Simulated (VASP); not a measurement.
# P (Cmce) in VASP: a series of runs

The runs below take P through single point, with LDA.

All numbers are computed with VASP 6.6.1; they aren't measurements. Logs are shortened: lines on timing, memory, paths and dates and some standing lists are left out, and cuts for length are marked.

**1. The cell of the first run**

The structure is orthorhombic, space group Cmce (No. 64). Conventional cell: a = 3.228 Å, b = 10.707 Å, c = 4.451 Å, α = 90.00°, β = 90.00°, γ = 90.00°. P (site symmetry m) has 3 P at 2.16 to 2.20 Å within 2.9 Å.

**2. Single point, LDA (volume scaled by 0.94)**

The input, INCAR:

```
SYSTEM = P
PREC = Accurate
ENCUT = 520
EDIFF = 1E-7
ISMEAR = -1
SIGMA = 0.05
LREAL = .FALSE.
LASPH = .TRUE.
NELM = 60
ALGO = Normal
ISIF = 2
LWAVE = .FALSE.
LCHARG = .FALSE.
GGA = CA
NBANDS = 18
```

The input, KPOINTS:

```
regular mesh
0
G
  8 8 6
  0 0 0
```

The input, POSCAR:

```
P
1.0
    1.6141062751     -5.3534750391      0.0000000000
    1.6141062751      5.3534750391      0.0000000000
    0.0000000000      0.0000000000      4.4508823070
P
4
Direct
    0.9041431300      0.0958568700      0.5888151700
    0.0958568700      0.9041431300      0.4111848300
    0.5958568700      0.4041431300      0.0888151700
    0.4041431300      0.5958568700      0.9111848300
```

Potentials or basis: VASP PAW LDA potentials, release 64 (P).

Command:

```
cat potpaw_LDA.64/P/POTCAR > POTCAR
mpirun -np 1 vasp_std > vasp.out
```

OUTCAR:

```text
SYSTEM = P
   PREC = Accurate
   ENCUT = 520
   EDIFF = 1E-7
   ISMEAR = -1
   LREAL = .FALSE.
   LASPH = .TRUE.
   NELM = 60
   ISIF = 2
   GGA = CA

 ion  position               nearest neighbor table
   1  0.904  0.096  0.589-   4 2.16   4 2.16   2 2.20
   2  0.096  0.904  0.411-   3 2.16   3 2.16   1 2.20
   3  0.596  0.404  0.089-   2 2.16   2 2.16   4 2.20
   4  0.404  0.596  0.911-   1 2.16   1 2.16   3 2.20

  LATTYP: Found a base centered orthorhombic cell.
 ALAT       =     3.2282125502
 B/A-ratio  =     3.3166806435
 C/A-ratio  =     1.3787451222

  Lattice vectors:

 A1 = (   1.6141062751,  -5.3534750391,   0.0000000000)
 A2 = (   1.6141062751,   5.3534750391,   0.0000000000)
 A3 = (   0.0000000000,   0.0000000000,   4.4508823070)

Analysis of symmetry for initial positions (statically):
=====================================================================
 Subroutine PRICEL returns:
 Original cell was already a primitive cell.

 Routine SETGRP: Setting up the symmetry group for a
 base centered orthorhombic supercell.

 Subroutine GETGRP returns: Found  8 space group operations
 (whereof  4 operations were pure point group operations)
 out of a pool of  8 trial point group operations.

The static configuration has the point symmetry C_2h.
 The point group associated with its full space group is D_2h.

Analysis of symmetry for dynamics (positions and initial velocities):
=====================================================================
 Subroutine PRICEL returns:
 Original cell was already a primitive cell.

 Routine SETGRP: Setting up the symmetry group for a
 base centered orthorhombic supercell.

 Subroutine GETGRP returns: Found  8 space group operations
 (whereof  4 operations were pure point group operations)
 out of a pool of  8 trial point group operations.

The dynamic configuration has the point symmetry C_2h.
 The point group associated with its full space group is D_2h.

 Subroutine INISYM returns: Found  8 space group operations
 (whereof  4 operations are pure point group operations),
 and found     1 'primitive' translations

----------------------------------------------------------------------------------------

                                     Primitive cell

  volume of cell :      76.9208

  direct lattice vectors                    reciprocal lattice vectors
     1.614106275 -5.353475039  0.000000000     0.309768946 -0.093397279  0.000000000
     1.614106275  5.353475039  0.000000000     0.309768946  0.093397279  0.000000000
     0.000000000  0.000000000  4.450882307     0.000000000  0.000000000  0.224674555

  length of vectors
     5.591514469  5.591514469  4.450882307     0.323542658  0.323542658  0.224674555

  position of ions in fractional coordinates (direct lattice)
     0.904143130  0.095856870  0.588815170
     0.095856870  0.904143130  0.411184830
     0.595856870  0.404143130  0.088815170
     0.404143130  0.595856870  0.911184830

  ion indices of the primitive-cell ions
   primitive index   ion index
                 1           1
                 2           2
                 3           3
                 4           4

----------------------------------------------------------------------------------------

 KPOINTS: regular mesh

Automatic generation of k-mesh.
 Grid dimensions read from file:
 generate k-points for:    8    8    6

 Generating k-lattice:

  Cartesian coordinates                     Fractional coordinates (reciprocal lattice)
     0.038721118 -0.011674660  0.000000000     0.125000000 -0.000000000  0.000000000
     0.038721118  0.011674660  0.000000000    -0.000000000  0.125000000  0.000000000
     0.000000000  0.000000000  0.037445759     0.000000000  0.000000000  0.166666667

  Length of vectors
     0.040442832  0.040442832  0.037445759

  Shift w.r.t. Gamma in fractional coordinates (k-lattice)
     0.000000000  0.000000000  0.000000000

 Subroutine IBZKPT returns following result:
 ===========================================

 Found     84 irreducible k-points:

 Following reciprocal coordinates:
            Coordinates               Weight
  0.000000  0.000000  0.000000      1.000000
  0.125000  0.000000  0.000000      4.000000
  0.250000  0.000000  0.000000      4.000000
  0.375000 -0.000000  0.000000      4.000000
  0.500000  0.000000  0.000000      2.000000
  0.125000  0.125000  0.000000      2.000000
[... 16 lines left out ...]
  0.125000  0.000000  0.166667      8.000000
  0.250000  0.000000  0.166667      8.000000
 [... further k-points ...]
   k-points           NKPTS =     84   k-points in BZ     NKDIM =     84   number of bands    NBANDS=     18
   number of dos      NEDOS =    301   number of ions     NIONS =      4
   total plane-waves  NPLWV =  63504
   dimension x,y,z NGX =    42 NGY =   42 NGZ =   36
   dimension x,y,z NGXF=    84 NGYF=   84 NGZF=   72
   ions per type =               4
   NGX,Y,Z   is equivalent  to a cutoff of  12.49, 12.49, 13.45 a.u.
   NGXF,Y,Z  is equivalent  to a cutoff of  24.97, 24.97, 26.89 a.u.
 SYSTEM =  P
   PREC   = accura    normal or accurate (medium, high low for compatibility)
   ISTART =      0    job   : 0-new  1-cont  2-samecut
   ICHARG =      2    charge: 1-file 2-atom 10-const
   ISPIN  =      1    spin polarized calculation?
   LNONCOLLINEAR =      F non collinear calculations
   LSORBIT =      F    spin-orbit coupling
   LASPH  =      T    aspherical Exc in radial PAW
   ENCUT  =  520.0 eV  38.22 Ry    6.18 a.u.  10.40 10.40  8.28*2*pi/ulx,y,z
   NELM   =     60;   NELMIN=  2; NELMDL= -5     # of ELM steps
   EDIFF  = 0.1E-06   stopping-criterion for ELM
   LREAL  =      F    real-space projection
   EDIFFG = 0.1E-05   stopping-criterion for IOM
   NSW    =      0    number of steps for IOM
   IBRION =     -1    ionic relax: 0-MD 1-quasi-New 2-CG
   NFREE  =      0    steps in history (QN), initial steepest desc. (CG)
   ISIF   =      2    stress and relaxation
   ISYM   =      2    0-nonsym 1-usesym 2-fastsym
   POTIM  = 0.5000    time-step for ionic-motion
   TEBEG  =    0.0;   TEEND  =   0.0 temperature during run
   PSTRESS=    0.0 pullay stress
   NELECT =      20.0000    total number of electrons
   NUPDOWN=      -1.0000    fix difference up-down
   EMIN   =  10.00;   EMAX   =-10.00  energy-range for DOS
   EFERMI =   0.00;   METHOD = LEGACY
   ISMEAR =    -1;   SIGMA  =   0.05  broadening in eV -4-tet -1-fermi 0-gaus
   EFERMI_NEDOS =   21; number of points for ismear=-14 and -15
   IALGO  =     38    algorithm
   IMIX   =      4    mixing-type and parameters
     AMIX     =   0.40;   BMIX     =  1.00
     AMIX_MAG =   1.60;   BMIX_MAG =  1.00
  volume/ion in A,a.u.               =      19.23       129.77
  Fermi-wavevector in a.u.,A,eV,Ry     =   1.044889  1.974554 14.854746  1.091793
  Thomas-Fermi vector in A             =   2.179661
   LORBIT       =      0    0 simple, 1 ext, 2 COOP (PROOUT), +10 PAW based schemes
   GGA     = CA    functional components
   LHFCALC =     F    Hartree Fock is set to
   AEXX    =    0.0000 exact exchange contribution
   IVDW    =     0    specifies the selected vdW correction
   LEPSILON=     F    determine dielectric tensor
   LRPA    =     F    only Hartree local field effects (RPA)
 non-spin polarized calculation
  energy-cutoff  :      520.00
  volume of cell :       76.92
 maximum number of plane-waves:      2095
 NGX is ok and might be reduce to    42
   NGX = 21   NGY = 21   NGZ = 17

 number of electron      19.9999999 magnetization

 Free energy of the ion-electron system (eV)
  ---------------------------------------------------
  ext. energy  EPLUGINS =         0.00000000
  ---------------------------------------------------
  free energy    TOTEN  =       -23.98049675 eV

  energy without entropy =      -23.97946665  energy(sigma->0) =      -23.97998170

 E-fermi :   6.4703     XC(G=0):  -9.9289

 val. band max:        6.4144253665   @ k =   0.5000   0.5000   0.0000
 cond. band min:       6.4893800414   @ k =   0.5000   0.5000   0.0000
 fundamental gap:      0.0749546749
 Fermi energy:         6.4702759296

 k-point     1 :       0.0000    0.0000    0.0000
  band No.  band energies     occupation
      1      -9.8687      2.00000
      2      -6.9094      2.00000
      3      -3.4878      2.00000
      4      -0.7287      2.00000
      5       1.1959      2.00000
      6       1.7303      2.00000
[... 10 lines left out ...]
     17      13.2447      0.00000
     18      13.8779      0.00000

 k-point     2 :       0.1250    0.0000    0.0000
  band No.  band energies     occupation
      1      -9.6665      2.00000
      2      -6.7208      2.00000
      3      -3.5581      2.00000
      4      -0.5472      2.00000
      5       1.1876      2.00000
      6       1.3537      2.00000
[... 10 lines left out ...]
     17      12.2188      0.00000
     18      13.3043      0.00000

 k-point     3 :       0.2500    0.0000    0.0000
  band No.  band energies     occupation
      1      -9.0662      2.00000
      2      -6.1547      2.00000
      3      -4.0709      2.00000
      4      -0.3421      2.00000
      5      -0.0402      2.00000
      6       0.1042      2.00000
[... 10 lines left out ...]
     17      11.9885      0.00000
     18      13.1185      0.00000

 k-point     4 :       0.3750   -0.0000    0.0000
  band No.  band energies     occupation
      1      -8.0903      2.00000
      2      -5.3188      2.00000
      3      -5.2124      2.00000
      4      -2.2431      2.00000
      5       0.0759      2.00000
      6       0.5785      2.00000
[... 375 lines left out ...]
      4      -0.9103      2.00000
      5       1.1307      2.00000
      6       1.8226      2.00000
[... 10 lines left out ...]
     17      13.7858      0.00000
     18      14.0620      0.00000

 k-point    23 :       0.1250    0.0000    0.1667
  band No.  band energies     occupation
      1      -9.5158      2.00000
      2      -6.9711      2.00000
      3      -3.5258      2.00000
      4      -0.7787      2.00000
      5       0.9865      2.00000
      6       1.0969      2.00000
[... 10 lines left out ...]
     17      13.0411      0.00000
     18      13.5362      0.00000

 k-point    24 :       0.2500    0.0000    0.1667
  band No.  band energies     occupation
      1      -8.9195      2.00000
      2      -6.4256      2.00000
      3      -3.8850      2.00000
      4      -0.8587      2.00000
      5      -0.1789      2.00000
      6       0.3347      2.00000
[... 10 lines left out ...]
     17      12.0209      0.00000
     18      13.2430      0.00000

 [... further k-points ...]
[... 5 lines left out ...]
  --------------------------------------------------------------------------------------
  -------------------------------------------------------------------------------------
  Total        1.6135598      1.0049636      1.1542551      0.0000000      0.0000000      0.0000000
  in kB       33.6086945     20.9322985     24.0418769      0.0000000      0.0000000      0.0000000
  external PRESSURE =      26.1942900 kB  Pullay stress =       0.0000000 kB

 VOLUME and BASIS-vectors are now :
 -----------------------------------------------------------------------------
  energy-cutoff  :      520.00
  volume of cell :       76.92
      direct lattice vectors                 reciprocal lattice vectors
     1.614106275 -5.353475039  0.000000000     0.309768946 -0.093397279  0.000000000
     1.614106275  5.353475039  0.000000000     0.309768946  0.093397279  0.000000000
     0.000000000  0.000000000  4.450882307     0.000000000  0.000000000  0.224674555

 POSITION                                       TOTAL-FORCE (eV/Angst)
 -----------------------------------------------------------------------------------
      1.61411     -4.32714      2.62075         0.000000      0.464319     -0.513468
      1.61411      4.32714      1.83014         0.000000     -0.464319      0.513468
      1.61411     -1.02633      0.39531         0.000000     -0.464319     -0.513468
      1.61411      1.02633      4.05558         0.000000      0.464319      0.513468
 -----------------------------------------------------------------------------------
    total drift:                               -0.000000     -0.000000      0.000000

  FREE ENERGIE OF THE ION-ELECTRON SYSTEM (eV)
  ---------------------------------------------------
  free  energy   TOTEN  =       -23.9804967461 eV

  energy  without entropy=      -23.9794666497  energy(sigma->0) =      -23.97998170
```

It took 1.8 min on 1 thread of Intel Xeon 6975P-C, shared host; peak memory 0.23 GiB.

What came out:

```
Free energy            : -23.9805 eV
Pressure               : 2.6 GPa
Largest force          : 0.692 eV/Å
Band gap on the k mesh : 0.07 eV, direct
```

Forces in eV/Å, atoms in the order of the input:
```
P    0.000  0.464 -0.513
P    0.000 -0.464  0.513
P    0.000 -0.464 -0.513
P    0.000  0.464  0.513
```

Levels at points of the mesh, in eV from the valence-band top:
```tsv
k point	band 8	band 9	band 10	band 11	band 12	band 13
(0.00, 0.00, 0.00)	-2.99	-2.60	-1.27	0.49	0.97	2.00
(0.50, 0.00, 0.00)	-3.50	-2.71	-2.71	0.60	0.60	1.35
(0.50, 0.50, 0.00)	-2.42	-1.65	0.00	0.08	0.77	2.29
(0.00, 0.00, 0.50)	-3.35	-1.65	-1.65	1.59	1.59	2.99
(0.50, 0.00, 0.50)	-5.48	-1.83	-1.83	1.59	1.59	3.55
(0.50, 0.50, 0.50)	-2.84	-1.96	-1.96	1.45	1.45	2.66
```

 A k mesh can miss the band edges.

**3. Single point, LDA (volume scaled by 0.96)**

The input, INCAR:

```
SYSTEM = P
ALGO     = Normal         ! electronic algorithm
EDIFF    = 1E-6           ! SCF threshold, eV
ENCUT    = 520            ! plane-wave cutoff, eV
ISIF     = 2              ! what is computed and relaxed
ISMEAR   = -1             ! smearing method
LASPH    = .True.         ! aspherical terms in the spheres
LCHARG   = .True.         ! write CHGCAR
LELF     = .True.         ! ELF
LREAL    = .False.        ! projectors in reciprocal space
LVHAR    = .True.       
LWAVE    = .False.        ! write WAVECAR
NBANDS   = 18             ! bands
NELM     = 100            ! most SCF steps
PREC     = Accurate       ! precision mode
SIGMA    = 0.05           ! smearing width, eV
```

The input, KPOINTS:

```
k-points
0
Gamma
  8 8 6
  0 0 0
```

The input, POSCAR:

```
P
1.0
    1.6254735952     -5.3911768097      0.0000000000
    1.6254735952      5.3911768097      0.0000000000
    0.0000000000      0.0000000000      4.4822275814
P
4
Direct
    0.9041431300      0.0958568700      0.5888151700
    0.0958568700      0.9041431300      0.4111848300
    0.5958568700      0.4041431300      0.0888151700
    0.4041431300      0.5958568700      0.9111848300
```

Potentials or basis: VASP PAW LDA potentials, release 64 (P).

Command:

```
cat potpaw_LDA.64/P/POTCAR > POTCAR
mpirun -np 1 vasp_std > vasp.out
```

OUTCAR:

```text
SYSTEM = P
   EDIFF = 1E-6
   ENCUT = 520
   ISIF = 2
   ISMEAR = -1
   LASPH = .True.
   LREAL = .False.
   NELM = 100
   PREC = Accurate

 ion  position               nearest neighbor table
   1  0.904  0.096  0.589-   4 2.17   4 2.17   2 2.22
   2  0.096  0.904  0.411-   3 2.17   3 2.17   1 2.22
   3  0.596  0.404  0.089-   2 2.17   2 2.17   4 2.22
   4  0.404  0.596  0.911-   1 2.17   1 2.17   3 2.22

  LATTYP: Found a base centered orthorhombic cell.
 ALAT       =     3.2509471904
 B/A-ratio  =     3.3166806435
 C/A-ratio  =     1.3787451222

  Lattice vectors:

 A1 = (   1.6254735952,  -5.3911768097,   0.0000000000)
 A2 = (   1.6254735952,   5.3911768097,   0.0000000000)
 A3 = (   0.0000000000,   0.0000000000,   4.4822275814)

Analysis of symmetry for initial positions (statically):
=====================================================================
 Subroutine PRICEL returns:
 Original cell was already a primitive cell.

 Routine SETGRP: Setting up the symmetry group for a
 base centered orthorhombic supercell.

 Subroutine GETGRP returns: Found  8 space group operations
 (whereof  4 operations were pure point group operations)
 out of a pool of  8 trial point group operations.
[... 165 lines left out ...]
  free energy    TOTEN  =       -23.99801821 eV

  energy without entropy =      -23.99715042  energy(sigma->0) =      -23.99758431

 E-fermi :   6.2404     XC(G=0):  -9.8430

 val. band max:        6.2023683862   @ k =   0.5000   0.5000   0.0000
 cond. band min:       6.2636119427   @ k =   0.5000   0.5000   0.0000
 fundamental gap:      0.0612435565
 Fermi energy:         6.2404218714

 k-point     1 :       0.0000    0.0000    0.0000
  band No.  band energies     occupation
      1      -9.9191      2.00000
      2      -7.0302      2.00000
      3      -3.6620      2.00000
      4      -0.8312      2.00000
      5       1.0768      2.00000
      6       1.4316      2.00000
[... 481 lines left out ...]
      5      -0.2957      2.00000
      6       0.1910      2.00000
[... 10 lines left out ...]
     17      11.7410      0.00000
     18      12.9718      0.00000

 [... further k-points ...]
[... 5 lines left out ...]
  --------------------------------------------------------------------------------------
  -------------------------------------------------------------------------------------
  Total        0.4918675      0.3144423      0.3309466      0.0000000     -0.0000000      0.0000000
  in kB       10.0316249      6.4130437      6.7496475      0.0000000     -0.0000000      0.0000000
  external PRESSURE =       7.7314387 kB  Pullay stress =       0.0000000 kB

 VOLUME and BASIS-vectors are now :
 -----------------------------------------------------------------------------
  energy-cutoff  :      520.00
  volume of cell :       78.56
      direct lattice vectors                 reciprocal lattice vectors
     1.625473595 -5.391176810  0.000000000     0.307602659 -0.092744129  0.000000000
     1.625473595  5.391176810  0.000000000     0.307602659  0.092744129  0.000000000
     0.000000000  0.000000000  4.482227581     0.000000000  0.000000000  0.223103352

 POSITION                                       TOTAL-FORCE (eV/Angst)
 -----------------------------------------------------------------------------------
      1.62547     -4.35761      2.63920         0.000000      0.309956     -0.384044
      1.62547      4.35761      1.84302         0.000000     -0.309956      0.384044
      1.62547     -1.03356      0.39809         0.000000     -0.309956     -0.384044
      1.62547      1.03356      4.08414         0.000000      0.309956      0.384044
 -----------------------------------------------------------------------------------
    total drift:                               -0.000000      0.000000     -0.000000

  FREE ENERGIE OF THE ION-ELECTRON SYSTEM (eV)
  ---------------------------------------------------
  free  energy   TOTEN  =       -23.9980182053 eV

  energy  without entropy=      -23.9971504223  energy(sigma->0) =      -23.99758431
```

Wall time 1.9 min (1 thread of Intel Xeon 6975P-C, shared host); peak memory 0.24 GiB.

Results:

| Quantity | Value |
| --- | --- |
| Free energy | -23.9980 eV |
| Pressure | 0.8 GPa |
| Largest force | 0.494 eV/Å |
| Band gap on the k mesh | 0.06 eV, direct |

Forces on the atoms (eV/Å):
```
P    0.000  0.310 -0.384
P    0.000 -0.310  0.384
P    0.000 -0.310 -0.384
P    0.000  0.310  0.384
```

Levels at points of the mesh, in eV from the valence-band top:
```
           k point  band 7  band 8  band 9  band 10  band 11  band 12  band 13  band 14
(0.00, 0.00, 0.00)   -4.16   -2.94   -2.60    -1.26     0.48     0.95     1.93     2.91
(0.50, 0.00, 0.00)   -3.47   -3.47   -2.70    -2.70     0.58     0.58     1.35     1.35
(0.50, 0.50, 0.00)   -4.26   -2.43   -1.64     0.00     0.06     0.73     2.20     2.80
(0.00, 0.00, 0.50)   -3.34   -3.34   -1.66    -1.66     1.50     1.50     2.94     2.94
(0.50, 0.00, 0.50)   -5.44   -5.44   -1.83    -1.83     1.57     1.57     3.48     3.48
(0.50, 0.50, 0.50)   -2.82   -2.82   -1.98    -1.98     1.40     1.40     2.58     2.58
```

 A k mesh can miss the band edges.

(Part 1 of 2 ends here.)
